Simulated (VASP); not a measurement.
# Be (P6_3/mmc) in VASP: further runs, part 2 of 2

VASP 6.6.1. The steps go on from the part before.

## Step 3: Single point, PBEsol

This run uses another cell than the first one: it holds 4 atoms, not 2.

Contents of INCAR:

```
PREC = Accurate ; ENCUT = 600
EDIFF = 1E-6 ; ISMEAR = 0
SIGMA = 0.1 ; LREAL = False
LASPH = True ; NELM = 120
ALGO = Normal ; ISIF = 2
LWAVE = False ; LCHARG = True
GGA = PS ; LELF = True
LVHAR = True ; NBANDS = 12
GGA_COMPAT = False
```

Contents of KPOINTS:

```
Automatic mesh
0
Gamma
  9 9 4
```

Contents of POSCAR:

```
Be
1.0
    2.2506857625     -0.0000000001      0.0000000000
   -1.1253428812      1.9491510463      0.0000000000
    0.0000000000      0.0000000000      7.1386271053
Be
4
Direct
    0.0000000000      0.0000000000      0.0000000000
    0.0000000000      0.0000000000      0.5000000000
    0.3333333333      0.6666666667      0.7500000000
    0.6666666667      0.3333333333      0.2500000000
```

Potentials or basis: VASP PAW PBE potentials, release 64 (Be).

Started as:

```console
> cat potpaw_PBE.64/Be/POTCAR > POTCAR
> mpirun -np 1 vasp_std > vasp.out
```

It took 19 s on 1 thread of Intel Xeon 8259CL, shared host; peak memory 0.14 GiB.

Results (log left out):

* Free energy: -15.8871 eV
* Pressure: 0.3 GPa
* Band gap on the k mesh: zero (band 4 reaches 8.00 eV, above the bottom of band 5 at 6.59 eV)

Stress tensor (GPa, compression positive):
```
0.28 0.00 0.00
0.00 0.28 0.00
0.00 0.00 0.46
```

Levels at points of the mesh, in eV from the Fermi level:
| k point | band 1 | band 2 | band 3 | band 4 | band 5 | band 6 | band 7 | band 8 | band 9 |
| --- | --- | --- | --- | --- | --- | --- | --- | --- | --- |
| (0.00, 0.00, 0.00) | -11.03 | -8.90 | -8.88 | -4.20 | 1.40 | 10.94 | 10.94 | 16.73 | 16.73 |
| (0.00, 0.00, 0.50) | -10.50 | -10.50 | -6.32 | -6.32 | 4.77 | 4.77 | 17.11 | 17.11 | 17.11 |

Caveat: the PAW data sets were made with another functional, which shifts forces and pressure a little.

## Step 4: Single point, PBEsol

This run uses another cell than the first one: it holds 4 atoms, not 2.

Contents of INCAR:

```
SYSTEM = Be
PREC = Accurate
ENCUT = 600
EDIFF = 1E-6
ISMEAR = 0
SIGMA = 0.1
LREAL = .FALSE.
LASPH = .TRUE.
NELM = 120
ALGO = Normal
ISIF = 2
LWAVE = .FALSE.
LCHARG = .FALSE.
GGA = PS
NBANDS = 12
GGA_COMPAT = .FALSE.
```

Contents of KPOINTS:

```
regular mesh
0
G
  9 9 4
  0 0 0
```

Contents of POSCAR:

```
Be
1.0
    2.8275484864      0.0000000000      0.0000000000
   -1.4137742432      2.4487288197      0.0000000000
    0.0000000000      0.0000000000      4.6654550026
Be
4
Direct
    0.3333333333      0.6666666667      0.4375000000
    0.6666666667      0.3333333333      0.9375000000
    0.6666666667      0.3333333333      0.5625000000
    0.3333333333      0.6666666667      0.0625000000
```

Started as:

```console
> cat potpaw_PBE.64/Be/POTCAR > POTCAR
> mpirun -np 1 vasp_std > vasp.out
```

Wall time 18 s (1 thread of Intel Xeon 8259CL, shared host); peak memory 0.15 GiB.

The run converged. Its results:

| Item | Value |
| --- | --- |
| Free energy | -6.1005 eV |
| Pressure | 64.6 GPa |
| Largest force | 0.424 eV/Å |
| Band gap on the k mesh | zero (band 4 reaches 10.40 eV, above the bottom of band 5 at 4.04 eV) |

Forces on the atoms (eV/Å):
```
Be   0.000  0.000  0.424
Be   0.000  0.000  0.424
Be   0.000  0.000 -0.424
Be   0.000  0.000 -0.424
```

Stress tensor (GPa, compression positive):
```
67.26  0.00  0.00
 0.00 67.26  0.00
 0.00  0.00 59.41
```

Levels at points of the mesh, in eV from the Fermi level:
| k point | band 2 | band 3 | band 4 | band 5 | band 6 | band 7 |
| --- | --- | --- | --- | --- | --- | --- |
| (0.00, 0.00, 0.00) | -6.17 | -4.09 | 4.18 | 4.18 | 6.99 | 7.70 |
| (0.00, 0.00, 0.50) | -8.97 | 1.03 | 1.03 | 5.47 | 5.47 | 5.47 |

Caveat: the PAW data sets were made with another functional, which shifts forces and pressure a little.

## Step 5: Single point, PBEsol

This run uses another cell than the first one: it holds 4 atoms, not 2.

Contents of INCAR:

```
PREC = Accurate
ENCUT = 600
EDIFF = 1E-6
ISMEAR = 0
SIGMA = 0.1
LREAL = F
LASPH = T
NELM = 120
ALGO = Normal
ISIF = 2
LWAVE = F
LCHARG = F
GGA = PS
NBANDS = 12
GGA_COMPAT = F
```

Contents of KPOINTS:

```
regular mesh
0
Gamma
  9 9 4
```

Contents of POSCAR:

```
Be
1.0
    2.2997755904      0.0000000000      0.0000000000
   -1.1498877951      1.9916640843      0.0000000000
    0.0000000000      0.0000000000      7.4172301922
Be
4
Direct
    0.0000000000      0.0000000000      0.0000000000
    0.0000000000      0.0000000000      0.5000000000
    0.3333333333      0.6666666667      0.7500000000
    0.6666666667      0.3333333333      0.2500000000
```

Started as:

```console
> cat potpaw_PBE.64/Be/POTCAR > POTCAR
> mpirun -np 1 vasp_std > vasp.out
```

Run time: 20 s. Hardware: 1 thread of Intel Xeon 8259CL, shared host; peak memory 0.15 GiB.

Results (log left out):

```yaml
Free_energy: -15.8065 eV
Pressure: -8.7 GPa
Band_gap_on_the_k_mesh: zero (band 4 reaches 7.27 eV, above the bottom of band 5 at 6.06 eV)
```

Stress tensor (GPa, compression positive):
```
 -6.61   0.00   0.00
  0.00  -6.61   0.00
  0.00   0.00 -12.73
```

Levels at points of the mesh, in eV from the Fermi level:
```tsv
k point	band 2	band 3	band 4	band 5	band 6	band 7
(0.00, 0.00, 0.00)	-8.62	-8.61	-4.11	0.80	9.77	9.77
(0.00, 0.00, 0.50)	-10.14	-6.17	-6.17	4.01	4.01	16.04
```

Caveat: the PAW data sets were made with another functional, which shifts forces and pressure a little.

## Step 6: Relaxation of cell and atoms, PBEsol

This run uses another cell than the first one: it holds 4 atoms, not 2.

Contents of INCAR:

```
ALGO = Normal
EDIFF = 1E-7
EDIFFG = -0.04
ENCUT = 600
GGA = PS
GGA_COMPAT = False
IBRION = 2
ISIF = 3
ISMEAR = 0
LASPH = True
LCHARG = False
LREAL = False
LWAVE = False
NELM = 120
NELMIN = 4
NSW = 90
PREC = Accurate
SIGMA = 0.1
```

Contents of KPOINTS:

```
k-points
0
Gamma
  9 9 4
```

POSCAR is that of step 5.

Potentials or basis: VASP PAW PBE potentials, release 64 (Be).

Started as:

```console
> cat potpaw_PBE.64/Be/POTCAR > POTCAR
> mpirun -np 1 vasp_std > vasp.out
```

It took 41 s on 1 thread of Intel Xeon 8259CL, shared host; peak memory 0.15 GiB.

The run converged. Its results:

```
Free energy                            : -15.8872 eV
Relaxed volume                         : 7.86 Å³/atom
Relaxed cell                           : a = 2.255 Å, b = 2.255 Å, c = 7.140 Å, α = 90.00°, β = 90.00°, γ = 120.00°
Space group after relaxing (to 0.05 Å) : P6_3/mmc (No. 194)
Energy gained by relaxing              : 20.2 meV/atom
Ionic steps                            : 3
Pressure after relaxing                : -0.2 GPa
Band gap on the k mesh                 : zero (band 4 reaches 7.97 eV, above the bottom of band 5 at 6.55 eV)
```

Stress tensor (GPa, compression positive):
```
-0.40  0.00  0.00
 0.00 -0.40  0.00
 0.00  0.00  0.28
```

The path:
```tsv
step	energy change (eV)	largest force (eV/Å)	pressure (GPa)	volume (Å³)
1	0.0000	0.0000	-8.65	33.97
2	-0.0792	0.0000	-1.41	31.77
3	-0.0807	0.0000	-0.17	31.45
```

Final structure:
```
CELL_PARAMETERS angstrom
2.25521 0.00000 0.00000
-1.12761 1.95307 0.00000
0.00000 0.00000 7.14023
ATOMIC_POSITIONS crystal
Be 0.00000 0.00000 0.00000
Be 0.00000 0.00000 0.50000
Be 0.33333 0.66667 0.75000
Be 0.66667 0.33333 0.25000
```

Levels at points of the mesh, in eV from the Fermi level:
| k point | band 1 | band 2 | band 3 | band 4 | band 5 | band 6 | band 7 | band 8 |
| --- | --- | --- | --- | --- | --- | --- | --- | --- |
| (0.00, 0.00, 0.00) | -11.01 | -8.87 | -8.86 | -4.17 | 1.42 | 10.96 | 10.96 | 16.64 |
| (0.00, 0.00, 0.50) | -10.47 | -10.47 | -6.30 | -6.30 | 4.79 | 4.79 | 17.02 | 17.02 |

Caveat: the PAW data sets were made with another functional, which shifts forces and pressure a little.

## Step 7: Relaxation of cell and atoms, PBEsol

This run uses another cell than the first one, of 7.94 Å³/atom, 1.013 times its volume.

Contents of INCAR:

```
SYSTEM = Be
  PREC = Accurate
  ENCUT = 600
  EDIFF = 1E-6
  ISMEAR = 0
  SIGMA = 0.1
  LREAL = .False.
  LASPH = .True.
  NELM = 80
  ALGO = Fast
  ISIF = 3
  LWAVE = .False.
  LCHARG = .False.
  GGA = PS
  IBRION = 2
  NSW = 100
  EDIFFG = -0.01
```

Contents of KPOINTS:

```
regular mesh
0
Gamma
  27 27 16
  0 0 0
```

Contents of POSCAR:

```
Be
1.0
    2.2647826536      0.0000000000      0.0000000000
   -1.1323913268      1.9613593121      0.0000000000
    0.0000000000      0.0000000000      3.5741024600
Be
2
Direct
    0.3333333300      0.6666666700      0.7500000000
    0.6666666700      0.3333333300      0.2500000000
```

Started as:

```console
> cat potpaw_PBE.64/Be/POTCAR > POTCAR
> mpirun -np 1 vasp_std > vasp.out
```

Run time: 41 s. Hardware: 1 thread of AMD EPYC 7R13 (Zen 3), shared host; peak memory 0.16 GiB.

The run converged. Its results:

* Free energy: -7.9971 eV
* Relaxed volume: 7.87 Å³/atom
* Relaxed cell: a = 2.260 Å, b = 2.260 Å, c = 3.557 Å, α = 90.00°, β = 90.00°, γ = 120.00°
* Space group after relaxing (to 0.05 Å): P6_3/mmc (No. 194)
* Energy gained by relaxing: 0.3 meV/atom
* Ionic steps: 2
* Pressure after relaxing: -0.1 GPa
* Band gap on the k mesh: zero (band 2 reaches 8.09 eV, above the bottom of band 3 at 5.95 eV)

Step by step:
| step | energy change (eV) | largest force (eV/Å) | pressure (GPa) | volume (Å³) |
| --- | --- | --- | --- | --- |
| 1 | 0.0000 | 0.0000 | -1.20 | 15.88 |
| 2 | -0.0007 | 0.0000 | -0.13 | 15.74 |

Final structure:
```
Be
1.0
     2.26039    0.00000    0.00000
    -1.13019    1.95755    0.00000
     0.00000    0.00000    3.55712
Be
2
Direct
  0.33333 0.66667 0.75000
  0.66667 0.33333 0.25000
```

Levels at points of the mesh, in eV from the Fermi level:
```
           k point  band 1  band 2  band 3  band 4  band 5  band 6
(0.00, 0.00, 0.00)  -11.28   -4.39    1.24   16.12   16.12   18.98
(0.00, 0.00, 0.50)   -9.12   -9.12   10.85   10.85   17.78   17.78
```

Caveat: the PAW data sets were made with another functional, which shifts forces and pressure a little.

## Step 8: Overview

```tsv
task	cell	k mesh	gap on the mesh (eV)	pressure (GPa)	relaxed volume (Å³/atom)
single point	a = 2.256, b = 2.256, c = 3.556 Å, angles 90.0, 90.0, 120.0°, 2 atoms	9 × 9 × 6	none	0.3	-
single point	a = 2.251, b = 2.251, c = 7.139 Å, angles 90.0, 90.0, 120.0°, 4 atoms	9 × 9 × 4	none	0.3	-
single point	a = 2.828, b = 2.828, c = 4.665 Å, angles 90.0, 90.0, 120.0°, 4 atoms	9 × 9 × 4	none	64.6	-
single point	a = 2.300, b = 2.300, c = 7.417 Å, angles 90.0, 90.0, 120.0°, 4 atoms	9 × 9 × 4	none	-8.7	-
relaxation of cell and atoms	relaxed from a = 2.300, b = 2.300, c = 7.417 Å, angles 90.0, 90.0, 120.0°, 4 atoms	9 × 9 × 4	none	-0.2	7.86
relaxation of cell and atoms	relaxed from a = 2.265, b = 2.265, c = 3.574 Å, angles 90.0, 90.0, 120.0°, 2 atoms	27 × 27 × 16	none	-0.1	7.87
```

Alike in all rows: level PBEsol; potentials or basis VASP PAW PBE potentials, release 64 (Be); no spin polarisation; cutoff (eV) 600; smearing gaussian 0.1 eV.

Caveats: the PAW data sets were made with another functional, which shifts forces and pressure a little.

Absolute energies hang on the potentials; compare differences alone.
